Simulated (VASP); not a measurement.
BN:

```
B N
1.0
     2.53600    0.00000    0.00000
    -1.26800    2.19624    0.00000
     0.00000    0.00000    4.19900
B N
2 2
Direct
  0.66667 0.33333 0.00000
  0.33333 0.66667 0.50000
  0.66667 0.33333 0.37500
  0.33333 0.66667 0.87500
```

Base run:

| Property | Result |
| --- | --- |
| Program | VASP 6.6.1 |
| Functional | PBEsol |
| Dispersion | D3(BJ) |
| Potentials or basis | VASP PAW PBE potentials, release 64 (B, N) |
| Cutoff | 520 eV |
| k mesh | 8 × 8 × 4 |
| Occupations | gaussian, width 0.01 eV |
| Spin | no spin polarisation |

Its results: band gap on the k mesh 5.30 eV, indirect (least direct gap 8.25 eV); pressure -1.5 GPa; largest force 0.062 eV/Å.

Task: After a change of settings the same cell gave: band gap on the k mesh 5.17 eV, indirect (least direct gap 8.26 eV); pressure -1.5 GPa; largest force 0.063 eV/Å. Which change was it?
A. k mesh from 8 × 8 × 4 to 6 × 6 × 3
B. k mesh from 8 × 8 × 4 to 12 × 12 × 7; further incar settings from ALGO = Normal; EDIFF = 1e-06; NBANDS = 16 to ALGO = Normal; EDIFF = 1e-07; NBANDS = 16
C. k mesh from 8 × 8 × 4 to 10 × 10 × 5
D. k mesh from 8 × 8 × 4 to 3 × 3 × 2

Result: C.

Caveats: three body term missing; the PAW data sets were made with another functional, which shifts forces and pressure a little.
